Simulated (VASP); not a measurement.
A run of VASP 6.6.1 is set up as follows.

File INCAR:

```
  PREC = Accurate
  ENCUT = 520
  EDIFF = 1E-8
  ISMEAR = -1
  SIGMA = 0.03
  LREAL = F
  LASPH = T
  NELM = 60
  ALGO = Normal
  ISIF = 2
  LWAVE = F
  LCHARG = F
  GGA = PS
  LEFG = T
  NBANDS = 18
```

File KPOINTS:

```
Automatic mesh
0
Gamma
  18 18 18
```

Contents of POSCAR:

```
Si2W
1.0
   -1.6060000000      1.6060000000      3.9400000000
    1.6060000000     -1.6060000000      3.9400000000
    1.6060000000      1.6060000000     -3.9400000000
Si W
2 1
Direct
    0.3330000000      0.3330000000      0.0000000000
    0.6670000000      0.6670000000      0.0000000000
    0.0000000000      0.0000000000      0.0000000000
```

Potentials or basis: VASP PAW PBE potentials, release 64 (Si, W_sv).

Run with:

```sh
$ cat potpaw_PBE.64/Si/POTCAR potpaw_PBE.64/W_sv/POTCAR > POTCAR
$ mpirun -np 1 vasp_std > vasp.out
```

Question: Predict the band gap on the k mesh.

Answer: Zero (band 11 reaches 12.60 eV, above the bottom of band 12 at 11.25 eV).

Question: Predict the pressure.

Answer: -3.2 GPa.

Question: What does it give for the largest force?

Answer: 0.274 eV/Å.

Electric field gradients, principal values (V/Å²):
```
atom   least  middle  greatest (by size)
1 Si   4.561   4.561              -9.123
2 Si   4.561   4.561              -9.123
 3 W  63.189  63.189            -126.378
```

Caveat: without QUAD_EFG the Cq values of the log hold for a quadrupole moment of 1 mb, not for the nuclei; the PAW data sets were made with another functional, which shifts forces and pressure a little; spin-orbit coupling is left out, which moves the levels of the heavy elements.
